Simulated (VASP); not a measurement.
Wanted: the native input for a VASP 6.6.1 run.

| Quantity | Value |
| --- | --- |
| Task | relaxation of cell and atoms |
| Functional | PBE |
| Potentials or basis | VASP PAW PBE potentials, release 64 (Hf_pv, C) |
| Cutoff | 600 eV |
| k mesh | 14 × 14 × 14 |
| Occupations | gaussian, width 0.1 eV |
| Spin | no spin polarisation |
| Dipole correction | no |
| Further INCAR settings | ALGO = Normal; EDIFF = 1e-06; IBRION = 2; EDIFFG = -0.01; NSW = 100; ISIF = 3 |

The structure of HfC3 lies in POSCAR:

```
HfC3
1.0
    3.3734410910      0.0000000000      0.0000000000
    0.0000000000      3.3734410910      0.0000000000
    0.0000000000      0.0000000000      3.3734410910
Hf C
1 3
Direct
    0.0000000000      0.0000000000      0.0000000000
    0.0000000000      0.5000000000      0.5000000000
    0.5000000000      0.0000000000      0.5000000000
    0.5000000000      0.5000000000      0.0000000000
```

These files were run (other wordings do the same):

INCAR

```
SYSTEM = HfC3
  PREC = Accurate
  ENCUT = 600
  EDIFF = 1E-6
  ISMEAR = 0
  SIGMA = 0.1
  LREAL = .False.
  LASPH = .True.
  NELM = 60
  ALGO = Normal
  ISIF = 3
  LWAVE = .False.
  LCHARG = .False.
  GGA = PE
  IBRION = 2
  NSW = 100
  EDIFFG = -0.01
```

KPOINTS

```
regular mesh
0
Gamma
  14 14 14
  0 0 0
```

Potentials or basis: VASP PAW PBE potentials, release 64 (Hf_pv, C).

The run is started by

```console
$ cat potpaw_PBE.64/Hf_pv/POTCAR potpaw_PBE.64/C/POTCAR > POTCAR
$ mpirun -np 1 vasp_std > vasp.out
```

It gave:

| Property | Result |
| --- | --- |
| Relaxed volume | 9.54 Å³/atom |
| Relaxed cell | a = 3.366 Å, b = 3.366 Å, c = 3.366 Å, α = 90.00°, β = 90.00°, γ = 90.00° |
| Space group after relaxing (to 0.1 Å) | Pm-3m (No. 221) |
| Energy gained by relaxing | 0.3 meV/atom |
| Ionic steps | 3 |
| Pressure after relaxing | 0.0 GPa |
| Band gap on the k mesh | zero (bands 11 and 12 overlap by 4.90 eV) |

Caveat: spin-orbit coupling is left out, which moves the levels of the heavy elements.

Run time: 89 s on 1 thread of Intel(R) Xeon(R) Platinum 8488C (Sapphire Rapids) (shared host), peak memory 0.23 GiB.
